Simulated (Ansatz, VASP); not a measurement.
# O: VASP beside Ansatz

INCAR

```
ALGO = Normal
EDIFF = 1E-7
ENCUT = 520
GGA = PE
ISIF = 2
ISMEAR = -1
LASPH = True
LCHARG = True
LELF = True
LREAL = False
LVHAR = True
LWAVE = False
NBANDS = 13
NELM = 60
PREC = Accurate
SIGMA = 0.05
```

Contents of KPOINTS:

```
k-points
0
Gamma
  9 9 9
```

File POSCAR:

```
O
1.0
    1.6749479049      0.9670316238      3.7319995215
   -1.6749479049      0.9670316238      3.7319995215
    0.0000000000     -1.9340632475      3.7319995215
O
2
Direct
    0.0450660000      0.0471620000      0.0679330000
    0.9501800000      0.9593070000      0.9342740000
```

input.yaml

```yaml
crystal:
  lattice:
    - [1.6749479049, 0.9670316238, 3.7319995215]
    - [-1.6749479049, 0.9670316238, 3.7319995215]
    - [0.0, -1.9340632475, 3.7319995215]
  atoms:
    - { symbol: O, position: [0.045066, 0.047162, 0.067933] }
    - { symbol: O, position: [0.95018, 0.959307, 0.934274] }
hamiltonian:
  xc: pbe
  pseudopotentials: { kind: paw }
kpoints:
  mp_grid: { grid: [9, 9, 9] }
scf:
  occupations: { method: fermi_dirac, width: 0.05 }
output:
  forces: true
  stress: true
  eigenvalues: true
```

Change from the starting cell: atoms moved at random, drawn with an rms of 0.05 Å.

Alike in both runs: task single point; functional PBE; k mesh 9 × 9 × 9; occupations fermi-dirac, width 0.05 eV; no spin polarisation.

```csv
,VASP,Ansatz
version,VASP 6.6.1,Ansatz 0.2.0
potentials or method,"VASP PAW PBE potentials, release 64 (O)",Ansatz PAW
plane-wave cutoff (eV),520,420
valence electrons in the cell,12,12
```

Ansatz gave:

```
gap on the k mesh at the Fermi level (eV)                     : none
pressure (GPa)                                                : 2.2
traceless stress, the component that is largest in VASP (GPa) : 11.17
rms of the force components (eV/Å)                            : 1.491
```

Problem. Which values does VASP return?

Solution. gap on the k mesh at the Fermi level (eV): none; pressure (GPa): 4.8; traceless stress, the component that is largest in VASP (GPa): 16.75; rms of the force components (eV/Å): 2.434.

Atom by atom the forces differ by 0.943 eV/Å (rms over components). A gap of «none» marks a metal or a gap that the smearing closes.

Noted on VASP's run: the standard files for N, O and F lose accuracy on very short bonds; spin is off for a triplet molecule. Noted on Ansatz's run: spin is off for a triplet molecule.
